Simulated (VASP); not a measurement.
Set up this calculation in VASP 6.6.1, as the native input.

| Item | Value |
| --- | --- |
| Task | relaxation of cell and atoms |
| Functional | PBEsol |
| Potentials or basis | VASP PAW PBE potentials, release 64 (Cs_sv, As, Ir) |
| Cutoff | 600 eV |
| k mesh | 12 × 12 × 12 |
| Occupations | gaussian, width 0.1 eV |
| Spin | no spin polarisation |
| Dipole correction | no |
| Further INCAR settings | ALGO = Normal; EDIFF = 1e-06; IBRION = 2; EDIFFG = -0.005; NSW = 70; ISIF = 3 |

The structure of CsAs2Ir2 lies in POSCAR:

```
CsAs2Ir2
1.0
   -2.0326240903      2.0326240903      7.4479707058
    2.0326240903     -2.0326240903      7.4479707058
    2.0326240903      2.0326240903     -7.4479707058
Cs As Ir
1 2 2
Direct
    0.0000000000      0.0000000000      0.0000000000
    0.3435484379      0.3435484379      0.0000000000
    0.6564515621      0.6564515621      0.0000000000
    0.7500000000      0.2500000000      0.5000000000
    0.2500000000      0.7500000000      0.5000000000
```

The input as run:

INCAR

```
ALGO = Normal
EDIFF = 1E-6
EDIFFG = -0.005
ENCUT = 600
GGA = PS
IBRION = 2
ISIF = 3
ISMEAR = 0
LASPH = True
LCHARG = False
LREAL = False
LWAVE = False
NELM = 100
NSW = 70
PREC = Accurate
SIGMA = 0.1
```

KPOINTS

```
k-points
0
Gamma
  12 12 12
```

Potentials or basis: VASP PAW PBE potentials, release 64 (Cs_sv, As, Ir).

Run with:

```bash
$ cat potpaw_PBE.64/Cs_sv/POTCAR potpaw_PBE.64/As/POTCAR potpaw_PBE.64/Ir/POTCAR > POTCAR
$ mpirun -np 1 vasp_std > vasp.out
```

It gave:

- Relaxed volume: 23.38 Å³/atom
- Relaxed cell: a = 7.795 Å, b = 7.795 Å, c = 7.795 Å, α = 150.17°, β = 150.17°, γ = 42.70°
- Space group after relaxing (to 0.05 Å): I4/mmm (No. 139)
- Energy gained by relaxing: 11.6 meV/atom
- Ionic steps: 20
- Pressure after relaxing: 0.0 GPa

Caveat: the PAW data sets were made with another functional, which shifts forces and pressure a little.

Run time: 2.2 h on 1 thread of AMD EPYC 9R45 96-Core Processor (Zen 5), on a shared host, peak memory 1 GiB.
